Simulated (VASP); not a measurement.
Here is a VASP 6.6.1 calculation.

INCAR

```
PREC     = Accurate       # precision mode
ENCUT    = 520            # plane-wave cutoff, eV
EDIFF    = 1E-6           # SCF threshold, eV
ISMEAR   = -1             # smearing method
SIGMA    = 0.05           # smearing width, eV
LREAL    = Auto         
LASPH    = True           # aspherical terms in the spheres
NELM     = 60             # most SCF steps
ALGO     = Normal         # electronic algorithm
ISIF     = 2              # what is computed and relaxed
LWAVE    = False          # write WAVECAR
LCHARG   = True           # write CHGCAR
GGA      = PS             # functional
LELF     = True           # ELF
LVHAR    = True         
ISYM     = 0            
NBANDS   = 286            # bands
NCORE    = 4
```

File KPOINTS:

```
Automatic mesh
0
Gamma
  1 1 1
  0.25 0.25 0.25
```

POSCAR

```
Si5Ge3
1.0
   11.0312391353      0.0000000000      0.0000000000
    0.0000000000     11.0312391353      0.0000000000
    0.0000000000      0.0000000000     11.0312391353
Si Ge
40 24
Direct
    0.0039430000      0.0029270000      0.9963650000
    0.0001490000      0.0045030000      0.5034010000
    0.0024160000      0.4993860000      0.9947550000
    0.0035150000      0.4968750000      0.5020390000
    0.4973700000      0.0033910000      0.5017650000
    0.4952440000      0.5016370000      0.0005660000
    0.1268790000      0.1263360000      0.1241270000
    0.1255640000      0.1268040000      0.6258390000
    0.1239550000      0.6236450000      0.6279720000
    0.6257990000      0.1257900000      0.6246340000
    0.6204580000      0.6252670000      0.1228690000
    0.2485250000      0.2510060000      0.9977450000
    0.2483810000      0.2492700000      0.5002810000
    0.2506460000      0.7519920000      0.9975740000
    0.7529500000      0.2483960000      0.5023670000
    0.3711800000      0.3759570000      0.1222450000
    0.3708930000      0.3724830000      0.6264830000
    0.3720350000      0.8742190000      0.1248800000
    0.3738460000      0.8807510000      0.6261660000
    0.8786720000      0.3722870000      0.6238510000
    0.8791880000      0.8794290000      0.6279500000
    0.2514050000      0.0023990000      0.2479000000
    0.2482740000      0.0019600000      0.7491600000
    0.2481690000      0.4957670000      0.2480170000
    0.2486350000      0.4987930000      0.7506890000
    0.7527130000      0.0031740000      0.7476580000
    0.3715020000      0.1245300000      0.3771110000
    0.3712690000      0.1271550000      0.8724100000
    0.3711570000      0.6243040000      0.8759060000
    0.8791550000      0.1284990000      0.3790620000
    0.8790260000      0.1244070000      0.8710390000
    0.8801560000      0.6253950000      0.8742680000
    0.0039640000      0.2489730000      0.2521220000
    0.0017040000      0.2498710000      0.7487530000
    0.0016460000      0.7515220000      0.7506340000
    0.4965740000      0.2476880000      0.7469400000
    0.4980560000      0.7504720000      0.2453600000
    0.1267400000      0.3743110000      0.3758390000
    0.1249390000      0.3743090000      0.8732410000
    0.1269650000      0.8764900000      0.8738810000
    0.4950170000      0.0002270000      0.9982110000
    0.4975380000      0.4971710000      0.5018110000
    0.1275720000      0.6230460000      0.1210800000
    0.6236940000      0.1255900000      0.1246910000
    0.6247330000      0.6258860000      0.6257290000
    0.2498400000      0.7514260000      0.5033440000
    0.7522030000      0.2482330000      0.9963750000
    0.7503520000      0.7467180000      0.9983060000
    0.7526510000      0.7547120000      0.5030710000
    0.8802360000      0.3752750000      0.1238900000
    0.8774920000      0.8781540000      0.1219830000
    0.7530000000      0.0040540000      0.2533830000
    0.7480330000      0.5014470000      0.2478630000
    0.7549740000      0.4996690000      0.7495690000
    0.3733610000      0.6239460000      0.3705190000
    0.8777700000      0.6236520000      0.3778860000
    0.0026980000      0.7505330000      0.2494030000
    0.4939100000      0.2504600000      0.2499120000
    0.4945840000      0.7509850000      0.7501360000
    0.1252060000      0.8814270000      0.3761960000
    0.6265570000      0.3714510000      0.3769320000
    0.6203660000      0.3754430000      0.8735130000
    0.6203370000      0.8761740000      0.3747730000
    0.6267810000      0.8773870000      0.8717050000
```

Potentials or basis: VASP PAW PBE potentials, release 64 (Si, Ge_d).

Command:

```console
$ cat potpaw_PBE.64/Si/POTCAR potpaw_PBE.64/Ge_d/POTCAR > POTCAR
$ mpirun -np 4 vasp_std > vasp.out
```

What does it give for the largest force?

0.070 eV/Å.

Predict the pressure.

0.0 GPa.

Forces in eV/Å, atoms in the order of the input:
```
Si   0.030  0.020  0.019
Si   0.012  0.012  0.035
Si   0.033  0.030  0.022
Si   0.021  0.009  0.031
Si   0.028  0.021  0.008
Si   0.003  0.012  0.005
Si  -0.038 -0.013 -0.034
Si  -0.034 -0.031 -0.038
Si  -0.014 -0.026 -0.026
Si  -0.041 -0.024 -0.023
Si  -0.035 -0.006  0.005
Si   0.018  0.035  0.038
Si   0.028  0.044  0.029
Si   0.010  0.022  0.010
Si   0.030  0.010  0.041
Si  -0.013 -0.006 -0.042
Si  -0.017 -0.012 -0.008
Si  -0.023 -0.019 -0.008
Si  -0.020 -0.028 -0.032
Si  -0.018 -0.009 -0.018
Si  -0.028 -0.031 -0.018
Si   0.022  0.018  0.019
Si   0.029  0.035  0.043
Si   0.027  0.013  0.025
Si   0.028  0.029  0.025
Si   0.028  0.030 -0.008
Si  -0.001 -0.029 -0.022
Si  -0.030 -0.011 -0.029
Si  -0.014 -0.043 -0.003
Si  -0.030 -0.011 -0.045
Si  -0.017 -0.020 -0.008
Si  -0.002 -0.024 -0.044
Si   0.014  0.010  0.019
Si   0.030  0.045  0.044
Si   0.031  0.033  0.024
Si   0.042  0.038  0.028
Si   0.016  0.015  0.005
Si  -0.040 -0.034 -0.029
Si  -0.027 -0.042 -0.036
Si  -0.045 -0.045 -0.015
Ge   0.001  0.018  0.024
Ge  -0.029 -0.006  0.002
Ge   0.006 -0.019 -0.040
Ge  -0.010 -0.008  0.006
Ge   0.013 -0.003  0.007
Ge  -0.011 -0.008  0.024
Ge   0.043  0.020 -0.005
Ge   0.018  0.010  0.033
Ge  -0.001  0.005 -0.020
Ge   0.000 -0.047 -0.021
Ge   0.009  0.001 -0.004
Ge  -0.012 -0.022  0.008
Ge   0.008  0.030  0.010
Ge   0.019 -0.017  0.001
Ge   0.010  0.006 -0.006
Ge  -0.012 -0.005  0.004
Ge  -0.024  0.019 -0.003
Ge   0.014  0.001  0.017
Ge   0.013  0.016  0.010
Ge   0.008 -0.007 -0.017
Ge  -0.015 -0.013 -0.005
Ge  -0.036 -0.006 -0.005
Ge   0.010  0.017  0.007
Ge  -0.018  0.000 -0.018
```

Caveat: the PAW data sets were made with another functional, which shifts forces and pressure a little.
